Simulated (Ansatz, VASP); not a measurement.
Given: the input of a run of Ansatz 0.2.0 on CdTe.

Contents of input.yaml:

```yaml
crystal:
  lattice:
    - [0.0, 3.205, 3.205]
    - [3.205, 0.0, 3.205]
    - [3.205, 3.205, 0.0]
  atoms:
    - { symbol: Te, position: [0.75, 0.75, 0.75] }
    - { symbol: Cd, position: [0.0, 0.0, 0.0] }
kpoints:
  mp_grid: { grid: [7, 7, 7] }
scf:
  occupations: { method: fermi_dirac, width: 0.05 }
hamiltonian:
  xc: pbe
  dispersion: d3bj
  pseudopotentials: { kind: all_electron, lapw: { basis_error: 0.001 } }
output:
  forces: true
  stress: true
relax:
  f_tol: 0.02
  max_steps: 60
  cell: {}
```

Potentials or basis: all-electron LAPW, scalar-relativistic.

Command:

```bash
$ ansatz run input.yaml --threads 1 --pin off --max-ram 3072MiB --backend cpu --events-out ev --progress --plain --runs-dir out
```

**Question.** Translate it to VASP 6.6.1. Potentials there: VASP PAW PBE potentials, release 64 (Te, Cd).

**Answer.** As run (the cutoff follows the program's own potentials):

File INCAR:

```
  ALGO = Normal
  EDIFF = 1E-6
  EDIFFG = -0.02
  ENCUT = 600
  GGA = PE
  IBRION = 2
  ISIF = 3
  ISMEAR = -1
  IVDW = 12
  LASPH = T
  LCHARG = F
  LREAL = F
  LWAVE = F
  NELM = 80
  NSW = 80
  PREC = Accurate
  SIGMA = 0.05
```

File KPOINTS:

```
k-points
0
Gamma
  7 7 7
```

POSCAR

```
CdTe
1.0
    0.0000000000      3.2050000000      3.2050000000
    3.2050000000      0.0000000000      3.2050000000
    3.2050000000      3.2050000000      0.0000000000
Te Cd
1 1
Direct
    0.7500000000      0.7500000000      0.7500000000
    0.0000000000      0.0000000000      0.0000000000
```

Potentials or basis: VASP PAW PBE potentials, release 64 (Te, Cd).

Command:

```bash
$ cat potpaw_PBE.64/Te/POTCAR potpaw_PBE.64/Cd/POTCAR > POTCAR
$ mpirun -np 1 vasp_std > vasp.out
```

Both were run:

|  | VASP | Ansatz | Ansatz less VASP |
| --- | --- | --- | --- |
| relaxed volume (Å³/atom) | 34.67 | 34.60 | -0.072 |
| relaxed cell length with the largest relative difference (Å) | 4.612 | 4.608 | -0.0032 |

Ansatz ran all-electron here, and VASP with PAW potentials.

Spin-orbit coupling is off throughout.
